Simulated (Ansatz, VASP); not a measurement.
Given: the input of a run of Ansatz 0.2.0 on CdSe.

Contents of input.yaml:

```yaml
crystal:
  lattice:
    - [4.34201917, 0.0, 0.0]
    - [2.171009585, 3.7602989049, 0.0]
    - [2.171009585, 1.2534329683, 3.5452438066]
  atoms:
    - { symbol: Cd, position: [0.0, 0.0, 0.0] }
    - { symbol: Se, position: [0.25, 0.25, 0.25] }
hamiltonian:
  xc: pbe
  pseudopotentials: { kind: paw }
kpoints:
  mp_grid: { grid: [8, 8, 8] }
scf:
  occupations: { method: gaussian, width: 0.1 }
output:
  forces: true
  stress: true
  eigenvalues: true
```

Potentials or basis: Ansatz PAW.

Run with:

```bash
$ ansatz run input.yaml --threads 1 --pin off --max-ram 3584MiB --backend cpu --events-out ev --progress --plain --runs-dir out
```

Problem. Translate it to VASP 6.6.1. Potentials there: VASP PAW PBE potentials, release 64 (Cd, Se).

Solution. As run (the cutoff follows the program's own potentials):

Contents of INCAR:

```
SYSTEM = CdSe
  ALGO = Normal
  EDIFF = 1E-6
  ENCUT = 520
  GGA = PE
  ISIF = 2
  ISMEAR = 0
  LASPH = .TRUE.
  LCHARG = .TRUE.
  LELF = .TRUE.
  LREAL = .FALSE.
  LVHAR = .TRUE.
  LWAVE = .FALSE.
  NBANDS = 16
  NELM = 80
  PREC = Accurate
  SIGMA = 0.1
```

Contents of KPOINTS:

```
k-points
0
G
  8 8 8
  0 0 0
```

The input POSCAR:

```
CdSe
1.0
    4.3420191700      0.0000000000      0.0000000000
    2.1710095850      3.7602989049      0.0000000000
    2.1710095850      1.2534329683      3.5452438066
Cd Se
1 1
Direct
    0.0000000000      0.0000000000      0.0000000000
    0.2500000000      0.2500000000      0.2500000000
```

Potentials or basis: VASP PAW PBE potentials, release 64 (Cd, Se).

Run with:

```sh
$ cat potpaw_PBE.64/Cd/POTCAR potpaw_PBE.64/Se/POTCAR > POTCAR
$ mpirun -np 1 vasp_std > vasp.out
```

Both were run:

|  | VASP | Ansatz | Ansatz less VASP |
| --- | --- | --- | --- |
| gap on the k mesh at the Fermi level (eV) | 0.55 | 0.55 | +0.001 |
| least direct gap on the mesh (eV) | 0.55 | 0.55 | +0.001 |
| pressure (GPa) | 1.6 | 1.3 | -0.29 |

VASP's potentials hold 18 valence electrons a cell and Ansatz's 36, so a difference there can come from the potentials and not from the codes.
